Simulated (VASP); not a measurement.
## P2W: single point with LDA

The system is P2W.

```xyz
6
Lattice="1.5824 -5.5800 0.0000 1.5824 5.5800 0.0000 0.0000 0.0000 4.9732" Properties=species:S:1:pos:R:3 pbc="T T T"
P     1.5824   -0.7823    0.5804
P     1.5824    0.7823    3.0670
P     1.5824   -2.2543    3.9801
P     1.5824    2.2543    1.4935
W     1.5824   -4.5405    0.0000
W     1.5824    4.5405    2.4866
```

```yaml
Program: VASP 6.6.1
Task: single point
Functional: LDA
Potentials_or_basis: VASP PAW LDA potentials, release 64 (P, W_sv)
Cutoff: 500 eV
k_mesh: 6 × 6 × 4
Occupations: gaussian, width 0.1 eV
Spin: no spin polarisation
Dipole_correction: no
Further_INCAR_settings: ALGO = Normal; EDIFF = 1e-06; NBANDS = 33
```

| Property | Result |
| --- | --- |
| Pressure | -4.8 GPa |
| Largest force | 0.171 eV/Å |
| Band gap on the k mesh | zero (bands 24 and 25 overlap by 0.36 eV) |

Forces on the atoms (eV/Å):
```
P    0.000  0.131  0.110
P    0.000 -0.131  0.110
P    0.000 -0.031 -0.070
P    0.000  0.031 -0.070
W    0.000 -0.051 -0.040
W    0.000  0.051 -0.040
```

Stress tensor (GPa, compression positive):
```
-4.50  0.00  0.00
 0.00 -4.94  0.00
 0.00  0.00 -4.84
```

Levels at points of the mesh, in eV from the Fermi level:
| k point | band 22 | band 23 | band 24 | band 25 | band 26 | band 27 |
| --- | --- | --- | --- | --- | --- | --- |
| (0.00, 0.00, 0.00) | -1.61 | -1.26 | -0.97 | 0.22 | 1.26 | 1.26 |
| (0.50, 0.00, 0.00) | -2.76 | -1.68 | 0.17 | 1.04 | 2.21 | 2.66 |
| (0.50, 0.50, 0.00) | -1.48 | -1.25 | -0.81 | -0.19 | 0.45 | 0.97 |
| (0.00, 0.00, 0.50) | -1.22 | -0.25 | -0.25 | 0.92 | 0.92 | 1.91 |
| (0.50, 0.00, 0.50) | -3.36 | -1.08 | -1.08 | 1.24 | 1.24 | 2.56 |
| (0.50, 0.50, 0.50) | -1.80 | -1.20 | -1.20 | 0.97 | 0.97 | 2.70 |

It took 2.4 min on 1 thread of Oxide Virtual Turin-like Processor (shared host), peak memory 0.21 GiB.

Caveat: the cell stands under tension; spin-orbit coupling is left out, which moves the levels of the heavy elements.
